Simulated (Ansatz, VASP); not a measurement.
One calculation of Sn4Se, two programs

```
Sn Se
1.0
     0.00000    4.32369    4.32369
     4.32369    0.00000    4.32369
     4.32369    4.32369    0.00000
Sn Se
4 1
Direct
  0.13337 0.13337 0.13337
  0.13337 0.13337 0.59989
  0.13337 0.59989 0.13337
  0.59989 0.13337 0.13337
  0.50000 0.50000 0.50000
```

Alike in both runs: task relaxation of cell and atoms; functional PBE; k mesh 4 × 4 × 4; occupations gaussian, width 0.1 eV; no spin polarisation.

```csv
,VASP,Ansatz
version,VASP 6.6.1,Ansatz 0.2.0
potentials or method,"VASP PAW PBE potentials, release 64 (Sn_d, Se), cutoff 600 eV","scalar-relativistic, plane waves, PAW"
valence electrons in the cell,62,72
```

|  | VASP | Ansatz | Ansatz less VASP |
| --- | --- | --- | --- |
| gap on the k mesh at the Fermi level, each at its own relaxed structure (eV) | none | none | - |
| relaxed volume (Å³/atom) | 33.44 | 33.60 | +0.161 |
| relaxed length of the cell vector where the two differ most in proportion (Å) | 6.184 | 6.194 | +0.0099 |

A gap of «none» marks a metal or a gap that the smearing closes. VASP's potentials hold 62 valence electrons a cell and Ansatz's 72, so a difference there can come from the potentials and not from the codes.
